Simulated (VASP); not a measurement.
# NdAgO4 (P-6m2) in VASP: relaxation of cell and atoms with PBE

Aim: the relaxation of cell and atoms of NdAgO4 with PBE.

Everything below comes from runs of VASP 6.6.1. Logs are shortened: lines on timing, memory, paths and dates and some standing lists are left out, and cuts for length are marked.

## (1) The cell of the first run

The structure is hexagonal, space group P-6m2 (No. 187). The conventional cell has a = 4.666 Å, b = 4.666 Å, c = 4.664 Å, α = 90.00°, β = 90.00°, γ = 120.00°. Nd (site symmetry -6m2) has 9 O at 2.69 to 2.71 Å and 6 Ag at 3.56 Å within 3.6 Å. Ag (site symmetry -6m2) has 8 O at 2.33 Å within 3.1 Å. Within 3.0 Å of O (site symmetry mm2) lie 4 O at 2.28 to 2.39 Å and 2 Ag at 2.33 Å and 2 Nd at 2.71 Å. O (site symmetry -6m2) has 2 Ag at 2.33 Å and 3 Nd at 2.69 Å within 3.1 Å.

The cell was generated, and may not be a known phase.

## (2) Relaxation of cell and atoms, PBE, collinear spin

The input, INCAR:

```
ALGO = Normal
EDIFF = 1E-7
EDIFFG = -0.04
ENCUT = 600
GGA = PE
GGA_COMPAT = F
IBRION = 2
ISIF = 3
ISMEAR = 0
ISPIN = 2
LASPH = T
LCHARG = F
LMAXMIX = 6
LORBIT = 11
LREAL = F
LWAVE = F
MAGMOM = 0 1 0 0 0 0
NELM = 200
NELMIN = 4
NSW = 90
PREC = Accurate
SIGMA = 0.1
```

The input, KPOINTS:

```
k-points
0
Gamma
  6 6 4
```

The input, POSCAR:

```
NdAgO4
1.0
    4.6657405700      0.0000000000      0.0000000000
   -2.3328702900      4.0406498600      0.0000000000
    0.0000000000      0.0000000000      4.6642746600
Nd Ag O
1 1 4
Direct
    0.6666666700      0.3333333300      0.5000000000
    0.0000000000      0.0000000000      0.0000000000
    0.4959585700      0.5040414300      0.0000000000
    0.4959585700      0.9919171400      0.0000000000
    0.0080828600      0.5040414300      0.0000000000
    0.0000000000      0.0000000000      0.5000000000
```

Potentials or basis: VASP PAW PBE potentials, release 64 (Nd_3, Ag, O), 4f in core.

The run is started by

```sh
cat potpaw_PBE.64/Nd_3/POTCAR potpaw_PBE.64/Ag/POTCAR potpaw_PBE.64/O/POTCAR > POTCAR
mpirun -np 1 vasp_std > vasp.out
```

OUTCAR:

```text
EDIFF = 1E-7
   EDIFFG = -0.04
   ENCUT = 600
   GGA = PE
   IBRION = 2
   ISIF = 3
   ISMEAR = 0
   ISPIN = 2
   LASPH = T
   LORBIT = 11
   LREAL = F
   NELM = 200
   NELMIN = 4
   NSW = 90
   PREC = Accurate

 ion  position               nearest neighbor table
   1  0.667  0.333  0.500-   6 2.69   6 2.69   6 2.69   5 2.71   5 2.71   4 2.71   4 2.71   3 2.71
                             3 2.71   2 3.56   2 3.56   2 3.56   2 3.56   2 3.56   2 3.56
   2  0.000  0.000  0.000-   6 2.33   6 2.33   3 2.33   3 2.33   4 2.33   4 2.33   5 2.33   5 2.33
                             1 3.56   1 3.56   1 3.56   1 3.56   1 3.56   1 3.56
   3  0.496  0.504  0.000-   2 2.33   2 2.33   1 2.71   1 2.71
   4  0.496  0.992  0.000-   2 2.33   2 2.33   1 2.71   1 2.71
   5  0.008  0.504  0.000-   2 2.33   2 2.33   1 2.71   1 2.71
   6  0.000  0.000  0.500-   2 2.33   2 2.33   1 2.69   1 2.69   1 2.69

  LATTYP: Found a hexagonal cell.
 ALAT       =     4.6657405700
 C/A-ratio  =     0.9996858141

  Lattice vectors:

 A1 = (   4.6657405700,   0.0000000000,   0.0000000000)
 A2 = (  -2.3328702900,   4.0406498600,   0.0000000000)
 A3 = (   0.0000000000,   0.0000000000,   4.6642746600)

Analysis of symmetry for initial positions (statically):
=====================================================================
 Subroutine PRICEL returns:
 Original cell was already a primitive cell.

 Routine SETGRP: Setting up the symmetry group for a
 hexagonal supercell.

 Subroutine GETGRP returns: Found 12 space group operations
 (whereof 12 operations were pure point group operations)
 out of a pool of 24 trial point group operations.

The static configuration has the point symmetry D_3h.

Analysis of symmetry for dynamics (positions and initial velocities):
=====================================================================
 Subroutine PRICEL returns:
 Original cell was already a primitive cell.

 Routine SETGRP: Setting up the symmetry group for a
 hexagonal supercell.

 Subroutine GETGRP returns: Found 12 space group operations
 (whereof 12 operations were pure point group operations)
 out of a pool of 24 trial point group operations.

The dynamic configuration has the point symmetry D_3h.

Analysis of structural, dynamic, and magnetic symmetry:
=====================================================================
 Subroutine PRICEL returns:
 Original cell was already a primitive cell.

 Routine SETGRP: Setting up the symmetry group for a
 hexagonal supercell.

 Subroutine GETGRP returns: Found 12 space group operations
[... 128 lines left out ...]
  volume/ion in A,a.u.               =      14.66        98.90
  Fermi-wavevector in a.u.,A,eV,Ry     =   1.319093  2.492725 23.674229  1.740007
  Thomas-Fermi vector in A             =   2.449016
   LORBIT       =     11    0 simple, 1 ext, 2 COOP (PROOUT), +10 PAW based schemes
   GGA     = PE    functional components
   LHFCALC =     F    Hartree Fock is set to
   AEXX    =    0.0000 exact exchange contribution
   IVDW    =     0    specifies the selected vdW correction
   LEPSILON=     F    determine dielectric tensor
   LRPA    =     F    only Hartree local field effects (RPA)
 conjugate gradient relaxation of ions
 spin polarized calculation
 Gauss-broadening in eV      SIGMA  =   0.10
  energy-cutoff  :      600.00
  volume of cell :       87.93
 maximum number of plane-waves:      2971
 NGX is ok and might be reduce to    40
   NGX = 19   NGY = 19   NGZ = 19

--------------------------------------- Ionic step        1  -------------------------------------------

 number of electron      46.0000009 magnetization       1.6934043

 Free energy of the ion-electron system (eV)
  ---------------------------------------------------
  ext. energy  EPLUGINS =         0.00000000
  ---------------------------------------------------
  free energy    TOTEN  =       -32.18522203 eV

  energy without entropy =      -32.16957908  energy(sigma->0) =      -32.17740055

------------------------ aborting loop because EDIFF is reached ----------------------------------------

  FORCE on cell =-STRESS in cart. coord.  units (eV):
  Direction    XX          YY          ZZ          XY          YZ          ZX
  --------------------------------------------------------------------------------------
  -------------------------------------------------------------------------------------
  Total       -5.0174022     -5.0174022     -9.5306629      0.0000000     -0.0000000      0.0000000
  in kB      -91.4183913    -91.4183912   -173.6511917      0.0000001     -0.0000000      0.0000000
  external PRESSURE =    -118.8293247 kB  Pullay stress =       0.0000000 kB
[... 267 lines left out ...]
--------------------------------------- Ionic step        8  -------------------------------------------

 number of electron      46.0000001 magnetization       1.7443415

 Free energy of the ion-electron system (eV)
  ---------------------------------------------------
  ext. energy  EPLUGINS =         0.00000000
  ---------------------------------------------------
  free energy    TOTEN  =       -32.76348415 eV

  energy without entropy =      -32.74295385  energy(sigma->0) =      -32.75321900

 E-fermi :   3.4760     XC(G=0): -10.8602

 val. band max:        3.4389527028   @ k =   0.3333   0.1667   0.5000
 cond. band min:       3.4797593027   @ k =   0.3333   0.0000   0.2500
 fundamental gap:      0.0408065999
 Fermi energy:         3.4759957440

 spin component 1

 k-point     1 :       0.0000    0.0000    0.0000
  band No.  band energies     occupation
      1     -33.0255      1.00000
      2     -15.4439      1.00000
      3     -14.7009      1.00000
      4     -14.7009      1.00000
      5     -14.1083      1.00000
      6     -13.6554      1.00000
[... 640 lines left out ...]
     27       8.6779      0.00000
     28       9.0652      0.00000
 Fermi energy:         3.4759957440

 spin component 2

 k-point     1 :       0.0000    0.0000    0.0000
  band No.  band energies     occupation
      1     -33.0348      1.00000
      2     -14.6421      1.00000
      3     -14.5217      1.00000
      4     -14.5217      1.00000
      5     -14.1217      1.00000
      6     -13.6119      1.00000
[... 673 lines left out ...]
  FREE ENERGIE OF THE ION-ELECTRON SYSTEM (eV)
  ---------------------------------------------------
  free  energy   TOTEN  =       -32.7634841475 eV

  energy  without entropy=      -32.7429538477  energy(sigma->0) =      -32.75321900

 reached required accuracy - stopping structural energy minimisation

 total charge

# of ion       s       p       d       tot
------------------------------------------
    1        2.070   5.889   0.663   8.622
    2        0.329   0.358   9.018   9.706
    3        1.605   3.212   0.000   4.818
    4        1.605   3.212   0.000   4.818
    5        1.605   3.212   0.000   4.818
    6        1.559   3.366   0.000   4.925
--------------------------------------------------
tot          8.773  19.251   9.681  37.705

 magnetization (x)

# of ion       s       p       d       tot
------------------------------------------
    1       -0.002  -0.002  -0.018  -0.022
    2       -0.014  -0.005   0.152   0.134
    3        0.007   0.473   0.000   0.480
    4        0.007   0.473   0.000   0.480
    5        0.007   0.473   0.000   0.480
    6        0.000   0.005   0.000   0.005
--------------------------------------------------
tot          0.006   1.416   0.135   1.557
```

OSZICAR:

```text
N       E                     dE             d eps       ncg     rms          rms(c)
DAV:   1     0.383741333399E+03    0.38374E+03   -0.25799E+04  2352   0.174E+03
DAV:   2    -0.772992591113E+01   -0.39147E+03   -0.37822E+03  2772   0.396E+02
[... 114 lines left out ...]
DAV:   4    -0.327634867542E+02    0.29477E-04   -0.82495E-05  3172   0.650E-02    0.409E-02
DAV:   5    -0.327634841443E+02    0.26098E-05   -0.51434E-05  3444   0.571E-02    0.249E-02
DAV:   6    -0.327634827353E+02    0.14090E-05   -0.91903E-06  2888   0.296E-02    0.107E-02
DAV:   7    -0.327634836948E+02   -0.95945E-06   -0.17315E-06  2920   0.844E-03    0.560E-03
DAV:   8    -0.327634841998E+02   -0.50500E-06   -0.88268E-07  2424   0.644E-03    0.114E-03
DAV:   9    -0.327634841475E+02    0.52226E-07   -0.80535E-08  1256   0.225E-03
   8 F= -.32763484E+02 E0= -.32753219E+02  d E =-.717789E-03  mag=     1.7444
```

CONTCAR:

```text
NdAgO4
   1.00000000000000
     4.6656307635845273    0.0000000000175148   -0.0000000000000000
    -2.3328153867769790    4.0405547648525699   -0.0000000000000000
     0.0000000000000000    0.0000000000000000    4.2232825026919754
  Nd              Ag              O
     1     1     4
Direct
     0.6666666699999979    0.3333333300000021    0.5000000000000000
     0.0000000000000000    0.0000000000000000    0.0000000000000000
     0.5014615617790539    0.4985384382210108    0.0000000000000000
     0.5014615617791974    0.0029231235581866    0.0000000000000000
     0.9970768764417484    0.4985384382208027    0.0000000000000000
     0.0000000000000000    0.0000000000000000    0.5000000000000000

  0.00000000E+00  0.00000000E+00  0.00000000E+00
  0.00000000E+00  0.00000000E+00  0.00000000E+00
  0.00000000E+00  0.00000000E+00  0.00000000E+00
  0.00000000E+00  0.00000000E+00  0.00000000E+00
  0.00000000E+00  0.00000000E+00  0.00000000E+00
  0.00000000E+00  0.00000000E+00  0.00000000E+00
```

Run time: 11 min. Hardware: 1 thread of AMD EPYC 9R45 (Zen 5), shared host; peak memory 0.32 GiB.

What came out:

```yaml
Free_energy: -32.7635 eV
Relaxed_volume: 13.27 Å³/atom
Relaxed_cell: a = 4.666 Å, b = 4.666 Å, c = 4.223 Å, α = 90.00°, β = 90.00°, γ = 120.00°
Space_group_after_relaxing_to_0.1_Å: P-6m2 (No. 187)
Energy_gained_by_relaxing: 96.4 meV/atom
Ionic_steps: 8
Pressure_after_relaxing: -0.1 GPa
Largest_force_after_relaxing: 0.035 eV/Å
Net_moment: 1.74 μB per cell
Site_moments: Nd -0.02; Ag +0.13; O +0.48, +0.01 (each value once) μB
Valence_electrons_inside_the_program's_atomic_spheres: Nd 8.62; Ag 9.71; O 4.82, 4.92 (each value once)
```

Forces in eV/Å, atoms in the order of the input:
```
Nd   0.000  0.000  0.000
Ag   0.000  0.000  0.000
O   -0.031  0.018  0.000
O    0.000 -0.035  0.000
O    0.031  0.018  0.000
O    0.000  0.000  0.000
```

Stress tensor (GPa, compression positive):
```
-0.02  0.00  0.00
 0.00 -0.02  0.00
 0.00  0.00 -0.21
```

The path:
```csv
step,energy change (eV),largest force (eV/Å),pressure (GPa),volume (Å³)
1,0.0000,0.6369,-11.88,87.93
2,-0.4484,0.0272,7.33,74.78
3,-0.5059,0.2000,1.23,77.68
4,-0.5516,0.0575,1.04,78.09
5,-0.5718,0.1513,1.59,78.64
6,-0.5731,0.0154,-1.59,80.61
7,-0.5775,0.0607,-0.15,79.68
8,-0.5783,0.0355,-0.09,79.62
```

Final structure:
```cif
data_structure
_symmetry_space_group_name_H-M 'P 1'
_symmetry_Int_Tables_number 1
_cell_length_a 4.6656
_cell_length_b 4.6656
_cell_length_c 4.2233
_cell_angle_alpha 90.000
_cell_angle_beta 90.000
_cell_angle_gamma 120.000
_cell_volume 79.62
loop_
_atom_site_label
_atom_site_type_symbol
_atom_site_fract_x
_atom_site_fract_y
_atom_site_fract_z
_atom_site_occupancy
Nd1 Nd 0.66667 0.33333 0.50000 1
Ag1 Ag 0.00000 0.00000 0.00000 1
O1 O 0.50146 0.49854 0.00000 1
O2 O 0.50146 0.00292 0.00000 1
O3 O 0.99708 0.49854 0.00000 1
O4 O 0.00000 0.00000 0.50000 1
```

Caveat: the magnetic or orbital state may not be the lowest; spin-orbit coupling is left out, which moves the levels of the heavy elements; the 4f electrons are frozen in the core, so they carry no moment and show no levels. With open d or f shells a metallic result of PBE can be an artefact of self-interaction; +U or a hybrid may open a gap.
